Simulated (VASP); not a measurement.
# C (Pm-3m) in VASP: single point with PBEsol

Aim: the single point of C with PBEsol.

Everything below comes from runs of VASP 6.6.1. Logs are shortened: lines on timing, memory, paths and dates and some standing lists are left out, and cuts for length are marked.

**1. The cell of the first run**

The structure is cubic, space group Pm-3m (No. 221). The conventional cell has a = 1.745 Å, b = 1.745 Å, c = 1.745 Å, α = 90.00°, β = 90.00°, γ = 90.00°. C (site symmetry m-3m) has 6 C at 1.74 Å within 2.3 Å.

**2. Single point, PBEsol**

Input file INCAR:

```
SYSTEM = C
PREC     = Accurate       ! precision mode
ENCUT    = 600            ! plane-wave cutoff, eV
EDIFF    = 1E-6           ! SCF threshold, eV
ISMEAR   = -1             ! smearing method
SIGMA    = 0.13605693000000002 ! smearing width, eV
LREAL    = .False.        ! projectors in reciprocal space
LASPH    = .True.         ! aspherical terms in the spheres
NELM     = 120            ! most SCF steps
ALGO     = Normal         ! electronic algorithm
ISIF     = 2              ! what is computed and relaxed
LWAVE    = .False.        ! write WAVECAR
LCHARG   = .False.        ! write CHGCAR
GGA      = PS             ! functional
NBANDS   = 8              ! bands
GGA_COMPAT= .False.
```

Input file KPOINTS:

```
Automatic mesh
0
Gamma
  18 18 18
  0 0 0
```

Input file POSCAR:

```
C
1.0
    1.7446092616      0.0000000000      0.0000000000
    0.0000000000      1.7446092616      0.0000000000
    0.0000000000      0.0000000000      1.7446092616
C
1
Direct
    0.0000000000      0.0000000000      0.0000000000
```

Potentials or basis: VASP PAW PBE potentials, release 64 (C).

The run is started by

```
cat potpaw_PBE.64/C/POTCAR > POTCAR
mpirun -np 1 vasp_std > vasp.out
```

OUTCAR:

```text
SYSTEM = C
   PREC = Accurate
   ENCUT = 600
   EDIFF = 1E-6
   ISMEAR = -1
   LREAL = .False.
   LASPH = .True.
   NELM = 120
   ISIF = 2
   GGA = PS

 ion  position               nearest neighbor table
   1  0.000  0.000  0.000-

  LATTYP: Found a simple cubic cell.
 ALAT       =     1.7446092616

  Lattice vectors:

 A1 = (   1.7446092616,   0.0000000000,   0.0000000000)
 A2 = (   0.0000000000,   1.7446092616,   0.0000000000)
 A3 = (   0.0000000000,   0.0000000000,   1.7446092616)

Analysis of symmetry for initial positions (statically):
=====================================================================
 Subroutine PRICEL returns:
 Original cell was already a primitive cell.

 Routine SETGRP: Setting up the symmetry group for a
 simple cubic supercell.

 Subroutine GETGRP returns: Found 48 space group operations
 (whereof 48 operations were pure point group operations)
 out of a pool of 48 trial point group operations.

The static configuration has the point symmetry O_h .

Analysis of symmetry for dynamics (positions and initial velocities):
=====================================================================
 Subroutine PRICEL returns:
 Original cell was already a primitive cell.

 Routine SETGRP: Setting up the symmetry group for a
 simple cubic supercell.

 Subroutine GETGRP returns: Found 48 space group operations
 (whereof 48 operations were pure point group operations)
 out of a pool of 48 trial point group operations.

The dynamic configuration has the point symmetry O_h .

 Subroutine INISYM returns: Found 48 space group operations
 (whereof 48 operations are pure point group operations),
 and found     1 'primitive' translations

----------------------------------------------------------------------------------------

                                     Primitive cell

  volume of cell :       5.3100

  direct lattice vectors                    reciprocal lattice vectors
     1.744609262  0.000000000  0.000000000     0.573194252  0.000000000  0.000000000
     0.000000000  1.744609262  0.000000000     0.000000000  0.573194252  0.000000000
     0.000000000  0.000000000  1.744609262     0.000000000  0.000000000  0.573194252

  length of vectors
     1.744609262  1.744609262  1.744609262     0.573194252  0.573194252  0.573194252

  position of ions in fractional coordinates (direct lattice)
[... 71 lines left out ...]
   ISPIN  =      1    spin polarized calculation?
   LNONCOLLINEAR =      F non collinear calculations
   LSORBIT =      F    spin-orbit coupling
   LASPH  =      T    aspherical Exc in radial PAW
   ENCUT  =  600.0 eV  44.10 Ry    6.64 a.u.   3.48  3.48  3.48*2*pi/ulx,y,z
   NELM   =    120;   NELMIN=  2; NELMDL= -5     # of ELM steps
   EDIFF  = 0.1E-05   stopping-criterion for ELM
   LREAL  =      F    real-space projection
   EDIFFG = 0.1E-04   stopping-criterion for IOM
   NSW    =      0    number of steps for IOM
   IBRION =     -1    ionic relax: 0-MD 1-quasi-New 2-CG
   NFREE  =      0    steps in history (QN), initial steepest desc. (CG)
   ISIF   =      2    stress and relaxation
   ISYM   =      2    0-nonsym 1-usesym 2-fastsym
   POTIM  = 0.5000    time-step for ionic-motion
   TEBEG  =    0.0;   TEEND  =   0.0 temperature during run
   PSTRESS=    0.0 pullay stress
   NELECT =       4.0000    total number of electrons
   NUPDOWN=      -1.0000    fix difference up-down
   EMIN   =  10.00;   EMAX   =-10.00  energy-range for DOS
   EFERMI =   0.00;   METHOD = LEGACY
   ISMEAR =    -1;   SIGMA  =   0.14  broadening in eV -4-tet -1-fermi 0-gaus
   EFERMI_NEDOS =   21; number of points for ismear=-14 and -15
   IALGO  =     38    algorithm
   IMIX   =      4    mixing-type and parameters
     AMIX     =   0.40;   BMIX     =  1.00
     AMIX_MAG =   1.60;   BMIX_MAG =  1.00
  volume/ion in A,a.u.               =       5.31        35.83
  Fermi-wavevector in a.u.,A,eV,Ry     =   1.489578  2.814895 30.189197  2.218843
  Thomas-Fermi vector in A             =   2.602469
   LORBIT       =      0    0 simple, 1 ext, 2 COOP (PROOUT), +10 PAW based schemes
   GGA     = PS    functional components
   LHFCALC =     F    Hartree Fock is set to
   AEXX    =    0.0000 exact exchange contribution
   IVDW    =     0    specifies the selected vdW correction
   LEPSILON=     F    determine dielectric tensor
   LRPA    =     F    only Hartree local field effects (RPA)
 non-spin polarized calculation
  energy-cutoff  :      600.00
  volume of cell :        5.31
 maximum number of plane-waves:       187
 NGX is ok and might be reduce to    14
   NGX =  7   NGY =  7   NGZ =  7

 number of electron       4.0000001 magnetization

 Free energy of the ion-electron system (eV)
  ---------------------------------------------------
  ext. energy  EPLUGINS =         0.00000000
  ---------------------------------------------------
  free energy    TOTEN  =        -7.06139071 eV

  energy without entropy =       -7.04182155  energy(sigma->0) =       -7.05160613

 E-fermi :  11.8262     XC(G=0): -14.1776

 val. band max:       11.7829216989   @ k =   0.4444   0.3889   0.1111
 cond. band min:      11.8282164408   @ k =   0.4444   0.3889   0.3333
 fundamental gap:      0.0452947419
 Fermi energy:        11.8262318473

 k-point     1 :       0.0000    0.0000    0.0000
  band No.  band energies     occupation
      1     -11.2693      2.00000
      2      21.3769      0.00000
      3      21.3769      0.00000
      4      21.3769      0.00000
      5      37.6105      0.00000
      6      37.6105      0.00000
      7      43.7709      0.00000
      8      69.1892      0.00000
[... 243 lines left out ...]
 k-point    24 :       0.3333    0.1111    0.0000
  band No.  band energies     occupation
      1      -6.3085      2.00000
      2       6.6382      2.00000
      3      21.4079      0.00000
      4      24.1627      0.00000
      5      39.9896      0.00000
      6      44.5844      0.00000
      7      53.1084      0.00000
      8      54.4306      0.00000

 [... further k-points ...]
[... 5 lines left out ...]
  --------------------------------------------------------------------------------------
  -------------------------------------------------------------------------------------
  Total        0.4050624      0.4050624      0.4050624     -0.0000000     -0.0000000      0.0000000
  in kB      122.2187928    122.2187928    122.2187928     -0.0000000     -0.0000000      0.0000000
  external PRESSURE =     122.2187928 kB  Pullay stress =       0.0000000 kB

 VOLUME and BASIS-vectors are now :
 -----------------------------------------------------------------------------
  energy-cutoff  :      600.00
  volume of cell :        5.31
      direct lattice vectors                 reciprocal lattice vectors
     1.744609262  0.000000000  0.000000000     0.573194252  0.000000000  0.000000000
     0.000000000  1.744609262  0.000000000     0.000000000  0.573194252  0.000000000
     0.000000000  0.000000000  1.744609262     0.000000000  0.000000000  0.573194252

 POSITION                                       TOTAL-FORCE (eV/Angst)
 -----------------------------------------------------------------------------------
      0.00000      0.00000      0.00000         0.000000      0.000000      0.000000
 -----------------------------------------------------------------------------------
    total drift:                                0.000000     -0.000000     -0.000000

  FREE ENERGIE OF THE ION-ELECTRON SYSTEM (eV)
  ---------------------------------------------------
  free  energy   TOTEN  =        -7.0613907085 eV

  energy  without entropy=       -7.0418215472  energy(sigma->0) =       -7.05160613
```

OSZICAR:

```text
N       E                     dE             d eps       ncg     rms          rms(c)
DAV:   1    -0.488272294211E+01   -0.48827E+01   -0.29546E+03  3896   0.573E+02
DAV:   2    -0.708354401029E+01   -0.22008E+01   -0.20991E+01  4536   0.359E+01
DAV:   3    -0.708859490837E+01   -0.50509E-02   -0.50491E-02  4112   0.187E+00
DAV:   4    -0.708859565795E+01   -0.74957E-06   -0.74954E-06  5280   0.218E-02
DAV:   5    -0.708859565798E+01   -0.35669E-10   -0.11732E-09  4024   0.141E-04    0.217E+00
DAV:   6    -0.706817896751E+01    0.20417E-01   -0.12006E-02  3920   0.683E-01    0.133E+00
DAV:   7    -0.706140169360E+01    0.67773E-02   -0.16445E-02  3984   0.830E-01    0.143E-01
DAV:   8    -0.706139169333E+01    0.10000E-04   -0.13514E-04  3888   0.930E-02    0.154E-02
DAV:   9    -0.706139031797E+01    0.13754E-05   -0.74838E-06  4640   0.187E-02    0.782E-03
DAV:  10    -0.706139070848E+01   -0.39052E-06   -0.18239E-07  2448   0.371E-03
   1 F= -.70613907E+01 E0= -.70516061E+01  d E =-.195692E-01
```

stdout:

```text
POSCAR found type information on POSCAR C
 POSCAR found :  1 types and       1 ions
 scaLAPACK will be used
 -----------------------------------------------------------------------------
|                                                                             |
|                                                                             |
|     You enforced a specific xc type in the INCAR file but a different       |
|     I HOPE YOU KNOW WHAT YOU ARE DOING!                                     |
|                                                                             |
 -----------------------------------------------------------------------------

 LDA part: xc-table for (Slater+PW92), standard interpolation
 POSCAR, INCAR and KPOINTS ok, starting setup
 FFT: planning ... GRIDC
 FFT: planning ... GRID_SOFT
 FFT: planning ... GRID
 WAVECAR not read
 entering main loop
```

Wall time 12 s (1 thread of AMD EPYC 7R43 (Zen 3), shared host); peak memory 0.07 GiB.

What came out:

- Free energy: -7.0614 eV
- Pressure: 12.2 GPa
- Band gap on the k mesh: zero (band 2 reaches 21.38 eV, above the bottom of band 3 at 9.22 eV)

Levels at points of the mesh, in eV from the Fermi level:
```
           k point  band 1  band 2  band 3  band 4  band 5  band 6  band 7
(0.00, 0.00, 0.00)  -23.10    9.55    9.55    9.55   25.78   25.78   31.94
(0.50, 0.00, 0.00)  -13.11  -13.08   13.08   13.08   30.11   33.98   40.20
(0.50, 0.50, 0.00)   -6.58   -6.58   -2.60    7.62   15.93   42.55   42.55
(0.50, 0.50, 0.50)   -1.22   -1.22   -1.22    9.54   17.33   17.33   17.33
```

Caveat: the PAW data sets were made with another functional, which shifts forces and pressure a little.
